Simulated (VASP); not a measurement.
# TiC (Fm-3m) in VASP: notebook

Runs on TiC. Level: PBE+D3(BJ). Tasks: single point, relaxation of cell and atoms.

All numbers are computed with VASP 6.6.1; they aren't measurements. Logs are shortened: lines on timing, memory, paths and dates and some standing lists are left out, and cuts for length are marked.

## 1. The cell of the first run

It takes space group Fm-3m (No. 225, cubic). Conventional cell: a = 4.291 Å, b = 4.291 Å, c = 4.291 Å, α = 90.00°, β = 90.00°, γ = 90.00°. Ti (site symmetry m-3m) has 6 C at 2.15 Å within 2.8 Å. C (site symmetry m-3m) has 6 Ti at 2.15 Å within 2.8 Å.

## 2. Single point, PBE+D3(BJ)

INCAR

```
SYSTEM = TiC
PREC = Accurate ; ENCUT = 520
EDIFF = 1E-7 ; ISMEAR = 0
SIGMA = 0.1 ; LREAL = .FALSE.
LASPH = .TRUE. ; NELM = 80
ALGO = Normal ; ISIF = 2
LWAVE = .FALSE. ; LCHARG = .TRUE.
GGA = PE ; IVDW = 12
LELF = .TRUE. ; LVHAR = .TRUE.
NBANDS = 15
```

KPOINTS

```
Automatic mesh
0
G
  16 16 16
  0 0 0
```

POSCAR

```
TiC
1.0
    0.0000000000      2.1455847917      2.1455847917
    2.1455847917      0.0000000000      2.1455847917
    2.1455847917      2.1455847917      0.0000000000
Ti C
1 1
Direct
    0.0000000000      0.0000000000      0.0000000000
    0.5000000000      0.5000000000      0.5000000000
```

Potentials or basis: VASP PAW PBE potentials, release 64 (Ti_sv, C).

Launch:

```
$ cat potpaw_PBE.64/Ti_sv/POTCAR potpaw_PBE.64/C/POTCAR > POTCAR
$ mpirun -np 1 vasp_std > vasp.out
```

OUTCAR:

```text
SYSTEM = TiC
   PREC = Accurate
   ENCUT = 520
   EDIFF = 1E-7
   ISMEAR = 0
   LREAL = .FALSE.
   LASPH = .TRUE.
   NELM = 80
   ISIF = 2
   GGA = PE
   IVDW = 12
 IVDW          = 12

 ion  position               nearest neighbor table
   1  0.000  0.000  0.000-   2 2.15   2 2.15   2 2.15   2 2.15   2 2.15   2 2.15
   2  0.500  0.500  0.500-   1 2.15   1 2.15   1 2.15   1 2.15   1 2.15   1 2.15

  LATTYP: Found a face centered cubic cell.
 ALAT       =     4.2911695834

  Lattice vectors:

 A1 = (   0.0000000000,   2.1455847917,   2.1455847917)
 A2 = (   2.1455847917,   0.0000000000,   2.1455847917)
 A3 = (   2.1455847917,   2.1455847917,   0.0000000000)

Analysis of symmetry for initial positions (statically):
=====================================================================
 Subroutine PRICEL returns:
 Original cell was already a primitive cell.

 Routine SETGRP: Setting up the symmetry group for a
 face centered cubic supercell.

 Subroutine GETGRP returns: Found 48 space group operations
 (whereof 48 operations were pure point group operations)
 out of a pool of 48 trial point group operations.

The static configuration has the point symmetry O_h .

Analysis of symmetry for dynamics (positions and initial velocities):
=====================================================================
 Subroutine PRICEL returns:
 Original cell was already a primitive cell.

 Routine SETGRP: Setting up the symmetry group for a
 face centered cubic supercell.

 Subroutine GETGRP returns: Found 48 space group operations
 (whereof 48 operations were pure point group operations)
 out of a pool of 48 trial point group operations.

The dynamic configuration has the point symmetry O_h .

 Subroutine INISYM returns: Found 48 space group operations
 (whereof 48 operations are pure point group operations),
 and found     1 'primitive' translations

----------------------------------------------------------------------------------------

                                     Primitive cell

  volume of cell :      19.7545

  direct lattice vectors                    reciprocal lattice vectors
     0.000000000  2.145584792  2.145584792    -0.233036700  0.233036700  0.233036700
     2.145584792  0.000000000  2.145584792     0.233036700 -0.233036700  0.233036700
     2.145584792  2.145584792  0.000000000     0.233036700  0.233036700 -0.233036700

  length of vectors
     3.034315112  3.034315112  3.034315112     0.403631405  0.403631405  0.403631405

  position of ions in fractional coordinates (direct lattice)
     0.000000000  0.000000000  0.000000000
     0.500000000  0.500000000  0.500000000

  ion indices of the primitive-cell ions
[... 88 lines left out ...]
   EMIN   =  10.00;   EMAX   =-10.00  energy-range for DOS
   EFERMI =   0.00;   METHOD = LEGACY
   ISMEAR =     0;   SIGMA  =   0.10  broadening in eV -4-tet -1-fermi 0-gaus
   EFERMI_NEDOS =   21; number of points for ismear=-14 and -15
   IALGO  =     38    algorithm
   IMIX   =      4    mixing-type and parameters
     AMIX     =   0.40;   BMIX     =  1.00
     AMIX_MAG =   1.60;   BMIX_MAG =  1.00
  volume/ion in A,a.u.               =       9.88        66.66
  Fermi-wavevector in a.u.,A,eV,Ry     =   1.526016  2.883752 31.684233  2.328725
  Thomas-Fermi vector in A             =   2.634107
   LORBIT       =      0    0 simple, 1 ext, 2 COOP (PROOUT), +10 PAW based schemes
   GGA     = PE    functional components
   LHFCALC =     F    Hartree Fock is set to
   AEXX    =    0.0000 exact exchange contribution
   IVDW    =    12    specifies the selected vdW correction
   LEPSILON=     F    determine dielectric tensor
   LRPA    =     F    only Hartree local field effects (RPA)
 non-spin polarized calculation
 Gauss-broadening in eV      SIGMA  =   0.10
  energy-cutoff  :      520.00
  volume of cell :       19.75
 maximum number of plane-waves:       544
   NGX = 11   NGY = 11   NGZ = 11

 number of electron      16.0000003 magnetization

 Free energy of the ion-electron system (eV)
  ---------------------------------------------------
  ext. energy  EPLUGINS =         0.00000000
  ---------------------------------------------------
  free energy    TOTEN  =       -18.69476770 eV

  energy without entropy =      -18.69279336  energy(sigma->0) =      -18.69378053

 E-fermi :   9.7393     XC(G=0): -12.8437

 val. band max:        9.7351949641   @ k =   0.1250   0.1250   0.0000
 cond. band min:       9.7435473702   @ k =   0.1250   0.0625   0.0000
 fundamental gap:      0.0083524061
 Fermi energy:         9.7393104512

 k-point     1 :       0.0000    0.0000    0.0000
  band No.  band energies     occupation
      1     -46.7621      2.00000
      2     -22.7707      2.00000
      3     -22.7707      2.00000
      4     -22.7707      2.00000
      5      -2.7833      2.00000
      6      10.4489      0.00000
      7      10.4489      0.00000
      8      10.4489      0.00000
      9      11.4580      0.00000
     10      11.4580      0.00000
     11      11.4580      0.00000
     12      11.5186      0.00000
     13      11.5186      0.00000
     14      20.6441      0.00000
[... 401 lines left out ...]
      2     -22.8226      2.00000
      3     -22.7851      2.00000
      4     -22.7720      2.00000
      5      -2.5417      2.00000
      6       9.5180      1.99825
      7       9.7071      1.35159
      8       9.7078      1.34459
      9      10.5640      0.00000
     10      11.1658      0.00000
     11      12.0680      0.00000
     12      12.6608      0.00000
     13      13.5430      0.00000
     14      21.0450      0.00000
     15      23.9944      0.00000

 [... further k-points ...]

------------------------ aborting loop because EDIFF is reached ----------------------------------------

 Edisp (eV)   -0.91715

 E8    (eV) :    -0.3940

  FORCE on cell =-STRESS in cart. coord.  units (eV):
  Direction    XX          YY          ZZ          XY          YZ          ZX
  --------------------------------------------------------------------------------------
  -------------------------------------------------------------------------------------
  Total       0.02438     0.02438     0.02438     0.00000     0.00000     0.00000
  in kB       1.97692     1.97692     1.97692     0.00000     0.00000     0.00000
  external pressure =        1.98 kB  Pullay stress =        0.00 kB

 VOLUME and BASIS-vectors are now :
 -----------------------------------------------------------------------------
  energy-cutoff  :      520.00
  volume of cell :       19.75
      direct lattice vectors                 reciprocal lattice vectors
     0.000000000  2.145584792  2.145584792    -0.233036700  0.233036700  0.233036700
     2.145584792  0.000000000  2.145584792     0.233036700 -0.233036700  0.233036700
     2.145584792  2.145584792  0.000000000     0.233036700  0.233036700 -0.233036700

 POSITION                                       TOTAL-FORCE (eV/Angst)
 -----------------------------------------------------------------------------------
      0.00000      0.00000      0.00000         0.000000      0.000000     -0.000000
      2.14558      2.14558      2.14558         0.000000      0.000000      0.000000
 -----------------------------------------------------------------------------------
    total drift:                                0.000000     -0.000000     -0.000000

  FREE ENERGIE OF THE ION-ELECTRON SYSTEM (eV)
  ---------------------------------------------------
  free  energy   TOTEN  =       -19.6119178526 eV

  energy  without entropy=      -19.6099435174  energy(sigma->0) =      -19.61093068
```

stdout:

```text
POSCAR found type information on POSCAR TiC
 POSCAR found :  2 types and       2 ions
 scaLAPACK will be used
 LDA part: xc-table for (Slater+PW92), standard interpolation
 POSCAR, INCAR and KPOINTS ok, starting setup
 FFT: planning ... GRIDC
 FFT: planning ... GRID_SOFT
 FFT: planning ... GRID
 WAVECAR not read
 entering main loop
```

It took 29 s on 1 thread of Intel Xeon Platinum 8259CL at 2.50GHz (Skylake/Cascade Lake), shared host; peak memory 0.18 GiB.

Results:

```yaml
Free_energy: -19.6119 eV
Pressure: 0.2 GPa
Band_gap_on_the_k_mesh: zero (band 8 reaches 10.45 eV, above the bottom of band 9 at 9.34 eV)
Dispersion_energy_per_atom: -0.459 eV
```

Levels at points of the mesh, in eV from the Fermi level:
```
           k point  band 4  band 5  band 6  band 7  band 8  band 9  band 10  band 11  band 12  band 13
(0.00, 0.00, 0.00)  -32.51  -12.52    0.71    0.71    0.71    1.72     1.72     1.72     1.78     1.78
(0.50, 0.00, 0.00)  -32.56   -8.91   -5.96   -2.98   -2.98    3.03     3.03     4.27     8.38     8.43
(0.50, 0.50, 0.00)  -32.70  -10.22   -3.44   -1.69   -0.01   -0.01     2.82     3.66     3.66     6.07
```

Caveat: pairwise dispersion overbinds metals, which lowers pressure and volume.

## 3. Relaxation of cell and atoms, PBE+D3(BJ)

This run uses another cell than the first one, of 10.13 Å³/atom, 1.026 times its volume.

INCAR

```
SYSTEM = TiC
PREC = Accurate ; ENCUT = 600
EDIFF = 1E-7 ; ISMEAR = 0
SIGMA = 0.1 ; LREAL = .False.
LASPH = .True. ; NELM = 80
ALGO = Normal ; ISIF = 3
LWAVE = .False. ; LCHARG = .False.
GGA = PE ; IVDW = 12
IBRION = 2 ; NSW = 100
EDIFFG = -0.005
```

KPOINTS

```
Automatic mesh
0
Gamma
  16 16 16
  0 0 0
```

POSCAR

```
TiC
1.0
    0.0000000000      2.1640000000      2.1640000000
    2.1640000000      0.0000000000      2.1640000000
    2.1640000000      2.1640000000      0.0000000000
Ti C
1 1
Direct
    0.0000000000      0.0000000000      0.0000000000
    0.5000000000      0.5000000000      0.5000000000
```

Potentials or basis: VASP PAW PBE potentials, release 64 (Ti_sv, C).

Launch:

```
$ cat potpaw_PBE.64/Ti_sv/POTCAR potpaw_PBE.64/C/POTCAR > POTCAR
$ mpirun -np 1 vasp_std > vasp.out
```

It took 76 s on 1 thread of Intel Xeon Platinum 8259CL at 2.50GHz (Skylake/Cascade Lake), shared host; peak memory 0.19 GiB.

It converged, with:

```
Free energy                            : -19.6131 eV
Relaxed volume                         : 9.88 Å³/atom
Relaxed cell                           : a = 3.035 Å, b = 3.035 Å, c = 3.035 Å, α = 60.00°, β = 60.00°, γ = 60.00°
Space group after relaxing (to 0.05 Å) : Fm-3m (No. 225)
Energy gained by relaxing              : 5.2 meV/atom
Ionic steps                            : 3
Pressure after relaxing                : 0.0 GPa
Band gap on the k mesh                 : zero (band 8 reaches 10.44 eV, above the bottom of band 9 at 9.33 eV)
Dispersion energy per atom             : -0.458 eV
```

The path:
| step | energy change (eV) | largest force (eV/Å) | pressure (GPa) | volume (Å³) |
| --- | --- | --- | --- | --- |
| 1 | 0.0000 | 0.0000 | -6.35 | 20.27 |
| 2 | 0.0080 | 0.0000 | 9.33 | 19.11 |
| 3 | -0.0103 | 0.0000 | -0.04 | 19.76 |

Final structure:
```cif
data_structure
_symmetry_space_group_name_H-M 'P 1'
_symmetry_Int_Tables_number 1
_cell_length_a 3.0348
_cell_length_b 3.0348
_cell_length_c 3.0348
_cell_angle_alpha 60.000
_cell_angle_beta 60.000
_cell_angle_gamma 60.000
_cell_volume 19.76
loop_
_atom_site_label
_atom_site_type_symbol
_atom_site_fract_x
_atom_site_fract_y
_atom_site_fract_z
_atom_site_occupancy
Ti1 Ti 0.00000 0.00000 0.00000 1
C1 C 0.50000 0.50000 0.50000 1
```

Levels at points of the mesh, in eV from the Fermi level:
```
           k point  band 5  band 6  band 7  band 8  band 9  band 10  band 11  band 12
(0.00, 0.00, 0.00)  -12.52    0.71    0.71    0.71    1.72     1.72     1.72     1.78
(0.50, 0.00, 0.00)   -8.91   -5.96   -2.98   -2.98    3.03     3.03     4.26     8.38
(0.50, 0.50, 0.00)  -10.22   -3.44   -1.69   -0.01   -0.01     2.82     3.66     3.66
```

Caveat: pairwise dispersion overbinds metals, which lowers pressure and volume.

[end of part 1 of 2]
